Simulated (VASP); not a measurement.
Crystal: Mg.

```xyz
4
Lattice="3.1768 0.0000 0.0000 -1.5884 2.7512 0.0000 0.0000 0.0000 10.3189" Properties=species:S:1:pos:R:3 pbc="T T T"
Mg    1.5884    0.9171    7.7391
Mg    0.0000    0.0000    5.1594
Mg    0.0000    1.8341    2.5797
Mg    0.0000    0.0000    0.0000
```

```yaml
Program: VASP 6.6.1
Task: relaxation of cell and atoms
Functional: PBE
Dispersion: D3(BJ)
Potentials_or_basis: VASP PAW PBE potentials, release 64 (Mg)
Cutoff: 600 eV
k_mesh: 10 × 10 × 3
Occupations: fermi-dirac, width 0.05 eV
Spin: no spin polarisation
```

At the start: pressure -1.3 GPa; volume 22.55 Å³/atom.

Task: Where does the relaxation end?

Result: Over 6 steps the energy falls by 3.8 meV/atom and the volume is 21.77 Å³/atom (-3.4 %); space group P6_3/mmc (No. 194, to 0.05 Å).

Step by step:
| step | energy change (eV) | largest force (eV/Å) | pressure (GPa) | volume (Å³) |
| --- | --- | --- | --- | --- |
| 1 | 0.0000 | 0.0000 | -1.28 | 90.19 |
| 2 | -0.0135 | 0.0000 | -0.32 | 87.86 |
| 3 | -0.0146 | 0.0000 | 0.06 | 87.02 |
| 4 | -0.0146 | 0.0000 | 0.09 | 86.96 |
| 5 | -0.0151 | 0.0000 | 0.07 | 87.02 |
| 6 | -0.0152 | 0.0000 | 0.05 | 87.08 |

Final structure:
```
Mg
1.0
     3.12413    0.00000    0.00000
    -1.56207    2.70558    0.00000
     0.00000    0.00000   10.30187
Mg
4
Direct
  0.66667 0.33333 0.75000
  0.00000 0.00000 0.50000
  0.33333 0.66667 0.25000
  0.00000 0.00000 0.00000
```

Caveat: pairwise dispersion overbinds metals, which lowers pressure and volume.
